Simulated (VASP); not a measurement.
Input of a VASP 6.6.1 run:

INCAR

```
SYSTEM = Sn
PREC = Accurate
ENCUT = 520
EDIFF = 1E-6
ISMEAR = 0
SIGMA = 0.1
LREAL = .False.
LASPH = .True.
NELM = 80
ALGO = Fast
ISIF = 2
LWAVE = .False.
LCHARG = .True.
GGA = PE
LELF = .True.
LVHAR = .True.
NBANDS = 51
```

Contents of KPOINTS:

```
Automatic mesh
0
Gamma
  6 6 8
  0 0 0
```

Contents of POSCAR:

```
Sn
1.0
    7.3772363357      0.0000000000      0.0000000000
   -3.6886181678      6.3888740765      0.0000000000
    0.0000000000      0.0000000000      4.5801247127
Sn
6
Direct
    0.6194370464      0.6194370464      0.1666666667
    0.3805629536      0.0000000000      0.5000000000
    0.0000000000      0.3805629536      0.8333333333
    0.0000000000      0.6194370464      0.3333333333
    0.3805629536      0.3805629536      0.6666666667
    0.6194370464      0.0000000000      0.0000000000
```

Potentials or basis: VASP PAW PBE potentials, release 64 (Sn_d).

Run with:

```bash
$ cat potpaw_PBE.64/Sn_d/POTCAR > POTCAR
$ mpirun -np 1 vasp_std > vasp.out
```

Q: Estimate the band gap on the k mesh.

A: Zero (filled and empty bands touch).

Q: What does it give for the pressure?

A: 0.0 GPa.

Caveat: spin-orbit coupling is left out, which moves the levels of the heavy elements.
